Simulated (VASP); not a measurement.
# Mg9O8 (a cell with a defect) in VASP: single point with LDA

Aim: the single point of Mg9O8 (a cell with a defect) with LDA.

Program: VASP 6.6.1. These are calculated values, not measurements. Logs are shortened: lines on timing, memory, paths and dates and some standing lists are left out, and cuts for length are marked.

## (1) The cell of the first run

The cell holds a defect, 17 atoms: a = 5.672 Å, b = 5.672 Å, c = 5.672 Å, α = 60.00°, β = 60.00°, γ = 60.00°.

## (2) Single point, LDA

INCAR

```
SYSTEM = Mg9O8
PREC     = Accurate       ! precision mode
ENCUT    = 620            ! plane-wave cutoff, eV
EDIFF    = 1E-6           ! SCF threshold, eV
ISMEAR   = -1             ! smearing method
SIGMA    = 0.02           ! smearing width, eV
LREAL    = Auto         
LASPH    = .True.         ! aspherical terms in the spheres
NELM     = 120            ! most SCF steps
ALGO     = Normal         ! electronic algorithm
ISIF     = 2              ! what is computed and relaxed
LWAVE    = .False.        ! write WAVECAR
LCHARG   = .False.        ! write CHGCAR
NBANDS   = 83             ! bands
GGA_COMPAT= .False.
```

KPOINTS

```
Automatic mesh
0
Gamma
  2 2 2
  0 0 0
```

POSCAR

```
Mg9O8
1.0
    0.0000000000      4.0110000000      4.0110000000
    4.0110000000      0.0000000000      4.0110000000
    4.0110000000      4.0110000000      0.0000000000
Mg O
9 8
Direct
   -0.0266521934      0.0081755912      0.0096536917
   -0.0133294424      0.0349985835      0.4893842937
   -0.0145492248      0.4896577027      0.0353645068
   -0.0139398388      0.4893603515      0.4896269706
    0.4885121638      0.0028289241      0.0014043937
    0.4884243176      0.0025478961      0.5076694165
    0.4887162735      0.5071603291      0.0019614271
    0.6258747176      0.4568904589      0.4593877184
    0.2026289225      0.5988517670      0.5994116483
    0.2539628898      0.2489359669      0.2486211433
    0.2104664036      0.2316977873      0.7788163026
    0.2122695020      0.7786119406      0.2316245854
    0.2117166155      0.7790186417      0.7778060486
    0.7504281868      0.2403627795      0.2409090176
    0.7512162054      0.2400078214      0.7686708340
    0.7493896995      0.7684809710      0.2412725162
    0.7679552017      0.7443869873      0.7437349854
```

Potentials or basis: VASP PAW LDA potentials, release 64 (Mg_sv, O).

Command:

```bash
$ cat potpaw_LDA.64/Mg_sv/POTCAR potpaw_LDA.64/O/POTCAR > POTCAR
$ mpirun -np 1 vasp_std > vasp.out
```

OUTCAR:

```text
SYSTEM = Mg9O8
   PREC = Accurate
   ENCUT = 620
   EDIFF = 1E-6
   ISMEAR = -1
   LREAL = Auto
   LASPH = .True.
   NELM = 120
   ISIF = 2

 ion  position               nearest neighbor table
   1  0.973  0.008  0.010-  11 1.85  12 1.85  13 1.85  15 1.86  14 1.86  16 1.86
   2  0.987  0.035  0.489-  10 1.94  15 1.95  14 1.96   9 2.05  17 2.05  13 2.07  12 2.07   8 2.23

   3  0.985  0.490  0.035-  10 1.94  14 1.95  16 1.96   9 2.05  17 2.05  11 2.07  13 2.08   8 2.24

   4  0.986  0.489  0.490-  10 1.94  15 1.95  16 1.96   9 2.05  17 2.05  11 2.07  12 2.08   8 2.24

   5  0.489  0.003  0.001-  10 1.98  15 2.01  16 2.01  12 2.02  11 2.02  17 2.07
   6  0.488  0.003  0.508-  10 1.98  14 2.01  16 2.01  13 2.02  11 2.02  17 2.07
   7  0.489  0.507  0.002-  10 1.98  15 2.01  14 2.01  12 2.02  13 2.02  17 2.07
   8  0.626  0.457  0.459-  15 1.82  14 1.82  16 1.82   9 1.96   2 2.23   4 2.24   3 2.24
   9  0.203  0.599  0.599-  11 1.79  12 1.79  13 1.79   8 1.96  17 2.01   4 2.05   2 2.05   3 2.05

  10  0.254  0.249  0.249-   2 1.94   4 1.94   3 1.94   7 1.98   5 1.98   6 1.98
  11  0.210  0.232  0.779-   9 1.79   1 1.85   6 2.02   5 2.02   4 2.07   3 2.07
  12  0.212  0.779  0.232-   9 1.79   1 1.85   5 2.02   7 2.02   2 2.07   4 2.08
  13  0.212  0.779  0.778-   9 1.79   1 1.85   6 2.02   7 2.02   2 2.07   3 2.08
  14  0.750  0.240  0.241-   8 1.82   1 1.86   3 1.95   2 1.96   6 2.01   7 2.01
  15  0.751  0.240  0.769-   8 1.82   1 1.86   4 1.95   2 1.95   5 2.01   7 2.01
  16  0.749  0.768  0.241-   8 1.82   1 1.86   3 1.96   4 1.96   6 2.01   5 2.01
  17  0.768  0.744  0.744-   9 2.01   4 2.05   3 2.05   2 2.05   6 2.07   5 2.07   7 2.07

  LATTYP: Found a face centered cubic cell.
 ALAT       =     8.0220000000

  Lattice vectors:

 A1 = (   0.0000000000,   4.0110000000,   4.0110000000)
 A2 = (   4.0110000000,   0.0000000000,   4.0110000000)
 A3 = (   4.0110000000,   4.0110000000,   0.0000000000)

Analysis of symmetry for initial positions (statically):
=====================================================================
 Subroutine PRICEL returns:
 Original cell was already a primitive cell.

 Routine SETGRP: Setting up the symmetry group for a
 face centered cubic supercell.

 Subroutine GETGRP returns: Found  1 space group operations
 (whereof  1 operations were pure point group operations)
 out of a pool of 48 trial point group operations.

The static configuration has the point symmetry C_1 .

Analysis of symmetry for dynamics (positions and initial velocities):
=====================================================================
 Subroutine PRICEL returns:
 Original cell was already a primitive cell.

 Routine SETGRP: Setting up the symmetry group for a
 face centered cubic supercell.

 Subroutine GETGRP returns: Found  1 space group operations
 (whereof  1 operations were pure point group operations)
 out of a pool of 48 trial point group operations.

The dynamic configuration has the point symmetry C_1 .

 Subroutine INISYM returns: Found  1 space group operations
 (whereof  1 operations are pure point group operations),
 and found     1 'primitive' translations

----------------------------------------------------------------------------------------

                                     Primitive cell

  volume of cell :     129.0589

  direct lattice vectors                    reciprocal lattice vectors
     0.000000000  4.011000000  4.011000000    -0.124657193  0.124657193  0.124657193
     4.011000000  0.000000000  4.011000000     0.124657193 -0.124657193  0.124657193
     4.011000000  4.011000000  0.000000000     0.124657193  0.124657193 -0.124657193

  length of vectors
     5.672410599  5.672410599  5.672410599     0.215912591  0.215912591  0.215912591

  position of ions in fractional coordinates (direct lattice)
     0.973347807  0.008175591  0.009653692
     0.986670558  0.034998583  0.489384294
     0.985450775  0.489657703  0.035364507
     0.986060161  0.489360351  0.489626971
     0.488512164  0.002828924  0.001404394
     0.488424318  0.002547896  0.507669417
[... 9 lines left out ...]
     0.749389700  0.768480971  0.241272516
     0.767955202  0.744386987  0.743734985

  ion indices of the primitive-cell ions
   primitive index   ion index
                 1           1
                 2           2
                 3           3
                 4           4
                 5           5
                 6           6
[... 9 lines left out ...]
                16          16
                17          17

----------------------------------------------------------------------------------------

 KPOINTS: Automatic mesh

Automatic generation of k-mesh.
 Grid dimensions read from file:
 generate k-points for:    2    2    2

 Generating k-lattice:

  Cartesian coordinates                     Fractional coordinates (reciprocal lattice)
    -0.062328596  0.062328596  0.062328596     0.500000000  0.000000000  0.000000000
     0.062328596 -0.062328596  0.062328596     0.000000000  0.500000000  0.000000000
     0.062328596  0.062328596 -0.062328596     0.000000000  0.000000000  0.500000000

  Length of vectors
     0.107956296  0.107956296  0.107956296

  Shift w.r.t. Gamma in fractional coordinates (k-lattice)
     0.000000000  0.000000000  0.000000000

 Subroutine IBZKPT returns following result:
 ===========================================

 Found      8 irreducible k-points:

 Following reciprocal coordinates:
            Coordinates               Weight
  0.000000  0.000000  0.000000      1.000000
  0.500000  0.000000  0.000000      1.000000
  0.000000  0.500000  0.000000      1.000000
  0.000000  0.000000  0.500000      1.000000
  0.500000  0.500000  0.500000      1.000000
  0.500000  0.500000  0.000000      1.000000
  0.000000  0.500000  0.500000      1.000000
  0.500000  0.000000  0.500000      1.000000
   k-points           NKPTS =      8   k-points in BZ     NKDIM =      8   number of bands    NBANDS=     83
   number of dos      NEDOS =    301   number of ions     NIONS =     17
   total plane-waves  NPLWV = 110592
   dimension x,y,z NGX =    48 NGY =   48 NGZ =   48
   dimension x,y,z NGXF=    96 NGYF=   96 NGZF=   96
   ions per type =               9   8
   NGX,Y,Z   is equivalent  to a cutoff of  14.07, 14.07, 14.07 a.u.
   NGXF,Y,Z  is equivalent  to a cutoff of  28.14, 28.14, 28.14 a.u.
 SYSTEM =  Mg9O8
   PREC   = accura    normal or accurate (medium, high low for compatibility)
   ISTART =      0    job   : 0-new  1-cont  2-samecut
   ICHARG =      2    charge: 1-file 2-atom 10-const
   ISPIN  =      1    spin polarized calculation?
   LNONCOLLINEAR =      F non collinear calculations
   LSORBIT =      F    spin-orbit coupling
   LASPH  =      T    aspherical Exc in radial PAW
   ENCUT  =  620.0 eV  45.57 Ry    6.75 a.u.  11.52 11.52 11.52*2*pi/ulx,y,z
   NELM   =    120;   NELMIN=  2; NELMDL= -5     # of ELM steps
   EDIFF  = 0.1E-05   stopping-criterion for ELM
   LREAL  =      T    real-space projection
   EDIFFG = 0.1E-04   stopping-criterion for IOM
   NSW    =      0    number of steps for IOM
   IBRION =     -1    ionic relax: 0-MD 1-quasi-New 2-CG
   NFREE  =      0    steps in history (QN), initial steepest desc. (CG)
   ISIF   =      2    stress and relaxation
   ISYM   =      2    0-nonsym 1-usesym 2-fastsym
   POTIM  = 0.5000    time-step for ionic-motion
   TEBEG  =    0.0;   TEEND  =   0.0 temperature during run
   PSTRESS=    0.0 pullay stress
   NELECT =     138.0000    total number of electrons
   NUPDOWN=      -1.0000    fix difference up-down
   EMIN   =  10.00;   EMAX   =-10.00  energy-range for DOS
   EFERMI =   0.00;   METHOD = LEGACY
   ISMEAR =    -1;   SIGMA  =   0.02  broadening in eV -4-tet -1-fermi 0-gaus
   EFERMI_NEDOS =   21; number of points for ismear=-14 and -15
   IALGO  =     38    algorithm
   IMIX   =      4    mixing-type and parameters
     AMIX     =   0.40;   BMIX     =  1.00
     AMIX_MAG =   1.60;   BMIX_MAG =  1.00
  volume/ion in A,a.u.               =       7.59        51.23
  Fermi-wavevector in a.u.,A,eV,Ry     =   1.674063  3.163521 38.130161  2.802488
  Thomas-Fermi vector in A             =   2.758925
   LORBIT       =      0    0 simple, 1 ext, 2 COOP (PROOUT), +10 PAW based schemes
   GGA     = CA    functional components
   LHFCALC =     F    Hartree Fock is set to
   AEXX    =    0.0000 exact exchange contribution
   IVDW    =     0    specifies the selected vdW correction
   LEPSILON=     F    determine dielectric tensor
   LRPA    =     F    only Hartree local field effects (RPA)
 non-spin polarized calculation
  energy-cutoff  :      620.00
  volume of cell :      129.06
 maximum number of plane-waves:      4573
 NGX is ok and might be reduce to    48
   NGX = 23   NGY = 23   NGZ = 23

 number of electron     138.0000023 magnetization

 Free energy of the ion-electron system (eV)
  ---------------------------------------------------
  ext. energy  EPLUGINS =         0.00000000
  ---------------------------------------------------
  free energy    TOTEN  =       -87.43043857 eV

  energy without entropy =      -87.42088626  energy(sigma->0) =      -87.42566241

 E-fermi :  11.6375     XC(G=0): -13.0922

 val. band max:       11.6239019740   @ k =   0.5000   0.5000   0.0000
 cond. band min:      11.9299477309   @ k =   0.0000   0.0000   0.5000
 fundamental gap:      0.3060457569
 Fermi energy:        11.6374727162

 k-point     1 :       0.0000    0.0000    0.0000
  band No.  band energies     occupation
      1     -67.4805      2.00000
      2     -67.4020      2.00000
      3     -67.3993      2.00000
      4     -67.2479      2.00000
      5     -66.5083      2.00000
      6     -66.4979      2.00000
[... 73 lines left out ...]
     80      17.7723      0.00000
     81      17.7935      0.00000

 k-point     2 :       0.5000    0.0000    0.0000
  band No.  band energies     occupation
      1     -67.4760      2.00000
      2     -67.4019      2.00000
      3     -67.3993      2.00000
      4     -67.2535      2.00000
      5     -66.5084      2.00000
      6     -66.4979      2.00000
[... 496 lines left out ...]
 k-point     8 :       0.5000    0.0000    0.5000
  band No.  band energies     occupation
      1     -67.4666      2.00000
      2     -67.4163      2.00000
      3     -67.4002      2.00000
      4     -67.2472      2.00000
      5     -66.5071      2.00000
      6     -66.4973      2.00000
[... 73 lines left out ...]
     80      16.7280      0.00000
     81      16.7916      0.00000
 [bands above 81 left out]

------------------------ aborting loop because EDIFF is reached ----------------------------------------

  FORCE on cell =-STRESS in cart. coord.  units (eV):
  Direction    XX          YY          ZZ          XY          YZ          ZX
  --------------------------------------------------------------------------------------
  -------------------------------------------------------------------------------------
  Total       61.7575776     61.7862640     61.8738171     -3.9986073      3.9466576     -3.8897366
  in kB      766.6777392    767.0338607    768.1207719    -49.6399518     48.9950324    -48.2883979
  external PRESSURE =     767.2774573 kB  Pullay stress =       0.0000000 kB

 VOLUME and BASIS-vectors are now :
 -----------------------------------------------------------------------------
  energy-cutoff  :      620.00
  volume of cell :      129.06
      direct lattice vectors                 reciprocal lattice vectors
     0.000000000  4.011000000  4.011000000    -0.124657193  0.124657193  0.124657193
     4.011000000  0.000000000  4.011000000     0.124657193 -0.124657193  0.124657193
     4.011000000  4.011000000  0.000000000     0.124657193  0.124657193 -0.124657193

 POSITION                                       TOTAL-FORCE (eV/Angst)
 -----------------------------------------------------------------------------------
      0.07151      3.94282      3.93689         0.015305     -0.020198     -0.013549
      2.10330      5.92046      4.09791        -0.021871      0.009569     -0.018423
      2.10586      4.09449      5.91666        -0.013937     -0.016987      0.016224
      3.92672      5.91898      5.91791         0.017881      0.002854      0.018558
      0.01698      1.96506      1.97077        -0.016761      0.006134     -0.006573
      2.04648      3.99533      1.96929        -0.006289      0.011013     -0.001580
[... 9 lines left out ...]
      4.05012      3.97355      6.08818         0.005318     -0.013797      0.019437
      5.96886      6.06339      6.06600         0.021684     -0.002136     -0.032181
 -----------------------------------------------------------------------------------
    total drift:                               -0.004372      0.000911      0.004416

  FREE ENERGIE OF THE ION-ELECTRON SYSTEM (eV)
  ---------------------------------------------------
  free  energy   TOTEN  =       -87.4304385710 eV

  energy  without entropy=      -87.4208862551  energy(sigma->0) =      -87.42566241
```

Wall time 5.7 min (1 thread of Intel Xeon Platinum 8259CL at 2.50GHz (Skylake/Cascade Lake), shared host); peak memory 0.28 GiB.

Results:

| Property | Result |
| --- | --- |
| Free energy | -87.4304 eV |
| Pressure | 76.7 GPa |
| Largest force | 0.066 eV/Å |
| Band gap on the k mesh | zero (bands 69 and 70 overlap by 0.19 eV) |

Forces in eV/Å, atoms in the order of the input:
```
Mg   0.015 -0.020 -0.014
Mg  -0.022  0.010 -0.018
Mg  -0.014 -0.017  0.016
Mg   0.018  0.003  0.019
Mg  -0.017  0.006 -0.007
Mg  -0.006  0.011 -0.002
Mg   0.007 -0.002  0.030
Mg   0.018 -0.059  0.011
Mg   0.013  0.005 -0.024
O   -0.023  0.020  0.020
O   -0.022  0.032 -0.027
O   -0.044 -0.015  0.026
O    0.028  0.043  0.018
O   -0.025 -0.036 -0.008
O    0.048  0.035 -0.028
O    0.005 -0.014  0.019
O    0.022 -0.002 -0.032
```

Stress tensor (GPa, compression positive):
```
76.67 -4.96 -4.83
-4.96 76.70  4.90
-4.83  4.90 76.81
```

Caveat: the k points lie up to 0.68 Å⁻¹ apart.

The gap in the log of VASP goes by the Fermi energy; the results here count the filled bands.